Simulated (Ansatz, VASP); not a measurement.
Two plane-wave programs on CsH

```
CELL_PARAMETERS angstrom
0.00000 2.92104 3.79735
2.92104 0.00000 3.79735
2.92104 2.92104 0.00000
ATOMIC_POSITIONS crystal
Cs 0.00000 0.00000 0.00000
H 0.50000 0.50000 0.50000
```

Alike in both runs: task single point; functional r2SCAN; k mesh 8 × 8 × 8; occupations gaussian, width 0.05 eV; no spin polarisation.

```csv
,VASP,Ansatz
version,VASP 6.6.1,Ansatz 0.2.0
potentials or method,"VASP PAW PBE potentials, release 64 (Cs_sv, H), cutoff 520 eV","scalar-relativistic, plane waves, PAW"
valence electrons in the cell,10,10
```

VASP gave:

| Quantity | Value |
| --- | --- |
| gap on the k mesh at the Fermi level (eV) | 2.37 |
| least direct gap on the mesh (eV) | 2.37 |
| pressure (GPa) | 1.5 |
| traceless stress, the component that is largest in VASP (GPa) | -3.05 |

Problem. What did Ansatz give for the same quantities?

Solution. gap on the k mesh at the Fermi level (eV): 2.40; least direct gap on the mesh (eV): 2.40; pressure (GPa): 1.5; traceless stress, the component that is largest in VASP (GPa): -2.97.

VASP's potentials were made for PBE, not for r2SCAN.

Neither program's run includes spin-orbit coupling.
